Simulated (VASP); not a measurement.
Wanted: the native input for a VASP 6.6.1 run.

```yaml
Task: single point
Functional: PBE
Potentials_or_basis: VASP PAW PBE potentials, release 64 (Al, N)
Cutoff: 600 eV
k_mesh: 7 × 7 × 7
Occupations: gaussian, width 0.01 eV
Spin: no spin polarisation
Dipole_correction: no
Further_INCAR_settings: ALGO = Normal; EDIFF = 1e-06; NBANDS = 11
```

The structure of AlN lies in POSCAR:

```
AlN
1.0
    0.0000000000      2.1839935000      2.1839935000
    2.1839935000      0.0000000000      2.1839935000
    2.1839935000      2.1839935000      0.0000000000
Al N
1 1
Direct
    0.0000000000      0.0000000000      0.0000000000
    0.2500000000      0.2500000000      0.2500000000
```

One way to write it, as run:

INCAR

```
SYSTEM = AlN
PREC = Accurate ; ENCUT = 600
EDIFF = 1E-6 ; ISMEAR = 0
SIGMA = 0.01 ; LREAL = .False.
LASPH = .True. ; NELM = 120
ALGO = Normal ; ISIF = 2
LWAVE = .False. ; LCHARG = .False.
GGA = PE ; NBANDS = 11
GGA_COMPAT = .False.
```

KPOINTS

```
Automatic mesh
0
Gamma
  7 7 7
  0 0 0
```

Potentials or basis: VASP PAW PBE potentials, release 64 (Al, N).

Run with:

```bash
$ cat potpaw_PBE.64/Al/POTCAR potpaw_PBE.64/N/POTCAR > POTCAR
$ mpirun -np 1 vasp_std > vasp.out
```

It gave:

```json
{"Pressure": "4.5 GPa", "Band gap on the k mesh": "3.62 eV (least direct gap 4.20 eV)"}
```

Caveat: the cell stands under pressure; an odd mesh through Γ misses points on the zone boundary, where band edges can lie.

Wall time 9.9 s on 1 thread of Intel Xeon 8259CL, with other jobs on the host, peak memory 0.14 GiB.
